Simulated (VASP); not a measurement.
Wanted: the native input for a VASP 6.6.1 run.

```
Task                   : single point
Functional             : PBE
Potentials or basis    : VASP PAW PBE potentials, release 64 (Ga_d, Sb)
Cutoff                 : 520 eV
k mesh                 : 16 × 16 × 16
Occupations            : gaussian, width 0.15 eV
Spin                   : no spin polarisation
Dipole correction      : no
Further INCAR settings : ALGO = Normal; EDIFF = 1e-06; NBANDS = 16
```

The structure of GaSb lies in POSCAR:

```
GaSb
1.0
   -2.7196500000      2.7196500000      1.5810862174
    2.7196500000     -2.7196500000      1.5810862174
    2.7196500000      2.7196500000     -1.5810862174
Ga Sb
1 1
Direct
    0.2500000000      0.7500000000      0.5000000000
    0.0000000000      0.0000000000      0.0000000000
```

These files were run (other wordings do the same):

INCAR

```
SYSTEM = GaSb
ALGO = Normal ; EDIFF = 1E-6
ENCUT = 520 ; GGA = PE
ISIF = 2 ; ISMEAR = 0
LASPH = .TRUE. ; LCHARG = .FALSE.
LREAL = .FALSE. ; LWAVE = .FALSE.
NBANDS = 16 ; NELM = 100
PREC = Accurate ; SIGMA = 0.15
```

KPOINTS

```
k-points
0
G
  16 16 16
  0 0 0
```

Potentials or basis: VASP PAW PBE potentials, release 64 (Ga_d, Sb).

The run is started by

```bash
$ cat potpaw_PBE.64/Ga_d/POTCAR potpaw_PBE.64/Sb/POTCAR > POTCAR
$ mpirun -np 1 vasp_std > vasp.out
```

Results of the run:

The pressure is 2.0 GPa and the band gap on the k mesh is zero (band 9 reaches 8.74 eV, above the bottom of band 10 at 3.81 eV).

Caveat: spin-orbit coupling is left out, which moves the levels of the heavy elements.

Run time: 56 s on 1 thread of Intel(R) Xeon(R) 6975P-C (Granite Rapids), on a shared host, peak memory 0.39 GiB.
